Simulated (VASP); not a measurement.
Input of a VASP 6.6.1 run:

File INCAR:

```
SYSTEM = Si
  PREC = Accurate
  ENCUT = 500
  EDIFF = 1E-6
  ISMEAR = 0
  SIGMA = 0.1
  LREAL = .False.
  LASPH = .True.
  NELM = 120
  ALGO = Normal
  ISIF = 2
  LWAVE = .False.
  LCHARG = .False.
  GGA = RP
  NBANDS = 11
  GGA_COMPAT = .False.
```

The input KPOINTS:

```
regular mesh
0
Gamma
  6 6 6
  0 0 0
```

Contents of POSCAR:

```
Si
1.0
    0.0000000000      2.7135600000      2.7135600000
    2.7135600000      0.0000000000      2.7135600000
    2.7135600000      2.7135600000      0.0000000000
Si
2
Direct
    0.7500000000      0.7500000000      0.7500000000
    0.5000000000      0.5000000000      0.5000000000
```

Potentials or basis: VASP PAW PBE potentials, release 64 (Si).

Run with:

```sh
$ cat potpaw_PBE.64/Si/POTCAR > POTCAR
$ mpirun -np 1 vasp_std > vasp.out
```

Task: Estimate the band gap on the k mesh.

Result: 0.76 eV (least direct gap 2.57 eV).

Task: Predict the pressure.

Result: 3.7 GPa.

Caveat: the cell stands under pressure; the PAW data sets were made with another functional, which shifts forces and pressure a little. A k mesh can miss the band edges.
